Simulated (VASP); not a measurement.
# Sb in VASP: notebook

The runs below take Sb through electric field gradients, single point, with PBEsol.

Everything below comes from runs of VASP 6.6.1. Logs are shortened: lines on timing, memory, paths and dates and some standing lists are left out, and cuts for length are marked.

## (1) The cell of the first run

Symmetry: R-3m, No. 166, trigonal system. The conventional cell has a = 4.372 Å, b = 4.372 Å, c = 11.416 Å, α = 90.00°, β = 90.00°, γ = 120.00°. Sb (site symmetry 3m) has 6 Sb at 2.95 to 3.40 Å within 3.9 Å.

## (2) Electric field gradients, PBEsol (31.49 Å³/atom)

INCAR reads:

```
  ALGO = Normal
  EDIFF = 1E-8
  ENCUT = 520
  GGA = PS
  ISIF = 2
  ISMEAR = -1
  LASPH = True
  LCHARG = False
  LEFG = True
  LREAL = False
  LWAVE = False
  NBANDS = 12
  NELM = 100
  PREC = Accurate
  SIGMA = 0.05
```

KPOINTS reads:

```
k-points
0
Gamma
  9 9 9
```

POSCAR reads:

```
Sb
1.0
    2.1858623424      1.2620082118      3.8053879599
   -2.1858623424      1.2620082118      3.8053879599
    0.0000000000     -2.5240164235      3.8053879599
Sb
2
Direct
    0.2336400000      0.2336400000      0.2336400000
    0.7663600000      0.7663600000      0.7663600000
```

Potentials or basis: VASP PAW PBE potentials, release 64 (Sb).

Run with:

```bash
$ cat potpaw_PBE.64/Sb/POTCAR > POTCAR
$ mpirun -np 1 vasp_std > vasp.out
```

OUTCAR:

```text
EDIFF = 1E-8
   ENCUT = 520
   GGA = PS
   ISIF = 2
   ISMEAR = -1
   LASPH = True
   LREAL = False
   NELM = 100
   PREC = Accurate

 ion  position               nearest neighbor table
   1  0.234  0.234  0.234-   2 2.95   2 2.95   2 2.95   2 3.40   2 3.40   2 3.40
   2  0.766  0.766  0.766-   1 2.95   1 2.95   1 2.95   1 3.40   1 3.40   1 3.40

  LATTYP: Found a trigonal (rhomboedric) cell.
 ALAT       =     4.5663592097
 COS(alpha) =     0.5417151843

  Lattice vectors:

 A1 = (   2.1858623424,   1.2620082118,   3.8053879599)
 A2 = (  -2.1858623424,   1.2620082118,   3.8053879599)
 A3 = (   0.0000000000,  -2.5240164235,   3.8053879599)

Analysis of symmetry for initial positions (statically):
=====================================================================
 Subroutine PRICEL returns:
 Original cell was already a primitive cell.

 Routine SETGRP: Setting up the symmetry group for a
 trigonal (rhombohedral) supercell.

 Subroutine GETGRP returns: Found 12 space group operations
 (whereof 12 operations were pure point group operations)
 out of a pool of 12 trial point group operations.

The static configuration has the point symmetry D_3d.

Analysis of symmetry for dynamics (positions and initial velocities):
=====================================================================
 Subroutine PRICEL returns:
 Original cell was already a primitive cell.

 Routine SETGRP: Setting up the symmetry group for a
 trigonal (rhombohedral) supercell.

 Subroutine GETGRP returns: Found 12 space group operations
 (whereof 12 operations were pure point group operations)
 out of a pool of 12 trial point group operations.

The dynamic configuration has the point symmetry D_3d.

 Subroutine INISYM returns: Found 12 space group operations
 (whereof 12 operations are pure point group operations),
 and found     1 'primitive' translations

----------------------------------------------------------------------------------------

                                     Primitive cell

  volume of cell :      62.9847

  direct lattice vectors                    reciprocal lattice vectors
     2.185862342  1.262008212  3.805387960     0.228742675  0.132064645  0.087595099
    -2.185862342  1.262008212  3.805387960    -0.228742675  0.132064645  0.087595099
     0.000000000 -2.524016423  3.805387960     0.000000000 -0.264129290  0.087595099

  length of vectors
     4.566359210  4.566359210  4.566359210     0.278275373  0.278275373  0.278275373

  position of ions in fractional coordinates (direct lattice)
     0.233640000  0.233640000  0.233640000
     0.766360000  0.766360000  0.766360000

  ion indices of the primitive-cell ions
   primitive index   ion index
                 1           1
                 2           2

----------------------------------------------------------------------------------------

 KPOINTS: k-points

Automatic generation of k-mesh.
 Grid dimensions read from file:
 generate k-points for:    9    9    9

 Generating k-lattice:

  Cartesian coordinates                     Fractional coordinates (reciprocal lattice)
     0.025415853  0.014673849  0.009732789     0.111111111  0.000000000  0.000000000
    -0.025415853  0.014673849  0.009732789     0.000000000  0.111111111  0.000000000
     0.000000000 -0.029347699  0.009732789     0.000000000  0.000000000  0.111111111

  Length of vectors
     0.030919486  0.030919486  0.030919486

  Shift w.r.t. Gamma in fractional coordinates (k-lattice)
     0.000000000  0.000000000  0.000000000

 Subroutine IBZKPT returns following result:
 ===========================================

 Found     85 irreducible k-points:

 Following reciprocal coordinates:
            Coordinates               Weight
  0.000000  0.000000  0.000000      1.000000
  0.111111  0.000000  0.000000      6.000000
  0.222222  0.000000 -0.000000      6.000000
  0.333333 -0.000000 -0.000000      6.000000
  0.444444  0.000000 -0.000000      6.000000
  0.111111  0.111111  0.000000      6.000000
[... 16 lines left out ...]
 -0.333333  0.333333  0.000000      6.000000
  0.444444  0.444444 -0.000000      6.000000
 [... further k-points ...]
   k-points           NKPTS =     85   k-points in BZ     NKDIM =     85   number of bands    NBANDS=     12
   number of dos      NEDOS =    301   number of ions     NIONS =      2
   total plane-waves  NPLWV =  46656
   dimension x,y,z NGX =    36 NGY =   36 NGZ =   36
   dimension x,y,z NGXF=    72 NGYF=   72 NGZF=   72
   ions per type =               2
   NGX,Y,Z   is equivalent  to a cutoff of  13.11, 13.11, 13.11 a.u.
   NGXF,Y,Z  is equivalent  to a cutoff of  26.21, 26.21, 26.21 a.u.
 SYSTEM =  unknown system
   PREC   = accura    normal or accurate (medium, high low for compatibility)
   ISTART =      0    job   : 0-new  1-cont  2-samecut
   ICHARG =      2    charge: 1-file 2-atom 10-const
   ISPIN  =      1    spin polarized calculation?
   LNONCOLLINEAR =      F non collinear calculations
   LSORBIT =      F    spin-orbit coupling
   LASPH  =      T    aspherical Exc in radial PAW
   ENCUT  =  520.0 eV  38.22 Ry    6.18 a.u.   8.49  8.49  8.49*2*pi/ulx,y,z
   NELM   =    100;   NELMIN=  2; NELMDL= -5     # of ELM steps
   EDIFF  = 0.1E-07   stopping-criterion for ELM
   LREAL  =      F    real-space projection
   EDIFFG = 0.1E-06   stopping-criterion for IOM
   NSW    =      0    number of steps for IOM
   IBRION =     -1    ionic relax: 0-MD 1-quasi-New 2-CG
   NFREE  =      0    steps in history (QN), initial steepest desc. (CG)
   ISIF   =      2    stress and relaxation
   ISYM   =      2    0-nonsym 1-usesym 2-fastsym
   POTIM  = 0.5000    time-step for ionic-motion
   TEBEG  =    0.0;   TEEND  =   0.0 temperature during run
   PSTRESS=    0.0 pullay stress
   NELECT =      10.0000    total number of electrons
   NUPDOWN=      -1.0000    fix difference up-down
   EMIN   =  10.00;   EMAX   =-10.00  energy-range for DOS
   EFERMI =   0.00;   METHOD = LEGACY
   ISMEAR =    -1;   SIGMA  =   0.05  broadening in eV -4-tet -1-fermi 0-gaus
   EFERMI_NEDOS =   21; number of points for ismear=-14 and -15
   IALGO  =     38    algorithm
   IMIX   =      4    mixing-type and parameters
     AMIX     =   0.40;   BMIX     =  1.00
     AMIX_MAG =   1.60;   BMIX_MAG =  1.00
  volume/ion in A,a.u.               =      31.49       212.52
  Fermi-wavevector in a.u.,A,eV,Ry     =   0.886468  1.675182 10.691807  0.785826
  Thomas-Fermi vector in A             =   2.007638
   LORBIT       =      0    0 simple, 1 ext, 2 COOP (PROOUT), +10 PAW based schemes
   GGA     = PS    functional components
   LHFCALC =     F    Hartree Fock is set to
   AEXX    =    0.0000 exact exchange contribution
   IVDW    =     0    specifies the selected vdW correction
   LEPSILON=     F    determine dielectric tensor
   LRPA    =     F    only Hartree local field effects (RPA)
 non-spin polarized calculation
  energy-cutoff  :      520.00
  volume of cell :       62.98
 maximum number of plane-waves:      1721
 NGX is ok and might be reduce to    36
   NGX = 17   NGY = 17   NGZ = 17

 number of electron      10.0000000 magnetization

 Free energy of the ion-electron system (eV)
  ---------------------------------------------------
  ext. energy  EPLUGINS =         0.00000000
  ---------------------------------------------------
  free energy    TOTEN  =        -9.10229421 eV

  energy without entropy =       -9.10104061  energy(sigma->0) =       -9.10166741

 E-fermi :   6.5588     XC(G=0):  -9.4895

 val. band max:        6.4624989153   @ k =   0.3333   0.2222   0.2222
 cond. band min:       6.6178075120   @ k =   0.4444   0.0000  -0.0000
 fundamental gap:      0.1553085967
 Fermi energy:         6.5588489224

 k-point     1 :       0.0000    0.0000    0.0000
  band No.  band energies     occupation
      1      -5.7918      2.00000
      2       1.5953      2.00000
      3       4.6767      2.00000
      4       4.9063      2.00000
      5       4.9063      2.00000
      6       8.6623      0.00000
      7       9.2449      0.00000
      8       9.2449      0.00000
      9      11.7059      0.00000
     10      11.7059      0.00000
     11      11.8315      0.00000
     12      13.1926      0.00000
[... 331 lines left out ...]
 k-point    24 :       0.4444    0.4444   -0.0000
  band No.  band energies     occupation
      1      -3.6998      2.00000
      2      -1.2401      2.00000
      3       1.5630      2.00000
      4       3.1128      2.00000
      5       3.1703      2.00000
      6       8.2548      0.00000
      7      11.2595      0.00000
      8      11.8329      0.00000
      9      12.7477      0.00000
     10      15.1132      0.00000
     11      16.0420      0.00000
     12      17.2778      0.00000

 [... further k-points ...]

------------------------ aborting loop because EDIFF is reached ----------------------------------------

  FORCE on cell =-STRESS in cart. coord.  units (eV):
  Direction    XX          YY          ZZ          XY          YZ          ZX
  --------------------------------------------------------------------------------------
  -------------------------------------------------------------------------------------
  Total       -0.8047346     -0.8047346     -0.8204189     -0.0000000     -0.0000000      0.0000000
  in kB      -20.4704828    -20.4704828    -20.8694533     -0.0000000     -0.0000000      0.0000000
  external PRESSURE =     -20.6034730 kB  Pullay stress =       0.0000000 kB

 VOLUME and BASIS-vectors are now :
 -----------------------------------------------------------------------------
  energy-cutoff  :      520.00
  volume of cell :       62.98
      direct lattice vectors                 reciprocal lattice vectors
     2.185862342  1.262008212  3.805387960     0.228742675  0.132064645  0.087595099
    -2.185862342  1.262008212  3.805387960    -0.228742675  0.132064645  0.087595099
     0.000000000 -2.524016423  3.805387960     0.000000000 -0.264129290  0.087595099

 POSITION                                       TOTAL-FORCE (eV/Angst)
 -----------------------------------------------------------------------------------
      0.00000      0.00000      2.66727         0.000000     -0.000000     -0.046794
      0.00000      0.00000      8.74889         0.000000      0.000000      0.046794
 -----------------------------------------------------------------------------------
    total drift:                                0.000000     -0.000000      0.000000

  FREE ENERGIE OF THE ION-ELECTRON SYSTEM (eV)
  ---------------------------------------------------
  free  energy   TOTEN  =        -9.1022942063 eV

  energy  without entropy=       -9.1010406126  energy(sigma->0) =       -9.10166741

 Electric field gradients (V/A^2)
---------------------------------------------------------------------
 ion       V_xx      V_yy      V_zz      V_xy      V_xz      V_yz
---------------------------------------------------------------------
   1      21.239    21.239   -42.478    -0.000     0.000    -0.000
   2      21.239    21.239   -42.478    -0.000     0.000    -0.000
---------------------------------------------------------------------

 Electric field gradients after diagonalization (V/A^2)
 (convention: |V_zz| > |V_xx| > |V_yy|)
----------------------------------------------------------------------
 ion       V_xx      V_yy      V_zz     asymmetry (V_yy - V_xx)/ V_zz
----------------------------------------------------------------------
   1      21.239    21.239   -42.478       0.000
   2      21.239    21.239   -42.478       0.000
----------------------------------------------------------------------

           NMR quadrupolar parameters

 Cq : quadrupolar parameter    Cq=e*Q*V_zz/h
 eta: asymmetry parameters     (V_yy - V_xx)/ V_zz
 Q  : nuclear electric quadrupole moment in mb (millibarn)
----------------------------------------------------------------------
 ion       Cq(MHz)       eta       Q (mb)
----------------------------------------------------------------------
   1      -0.103       0.000       1.000
   2      -0.103       0.000       1.000
----------------------------------------------------------------------
```

Wall time 1.8 min (1 thread of Intel Xeon 8259CL, shared host); peak memory 0.23 GiB.

What came out:

```yaml
Free_energy: -9.1023 eV
Pressure: -2.1 GPa
Largest_force: 0.047 eV/Å
Largest_electric_field_gradient_by_atom: Sb -42.5 V/Å²
```

Forces in eV/Å, atoms in the order of the input:
```
Sb   0.000  0.000 -0.047
Sb   0.000  0.000  0.047
```

Electric field gradients, principal values (V/Å²):
```csv
atom,least,middle,greatest (by size)
1 Sb,21.239,21.239,-42.478
2 Sb,21.239,21.239,-42.478
```

Caveat: without QUAD_EFG the Cq values of the log hold for a quadrupole moment of 1 mb, not for the nuclei; the PAW data sets were made with another functional, which shifts forces and pressure a little; spin-orbit coupling is left out, which moves the levels of the heavy elements.

[end of part 1 of 3]
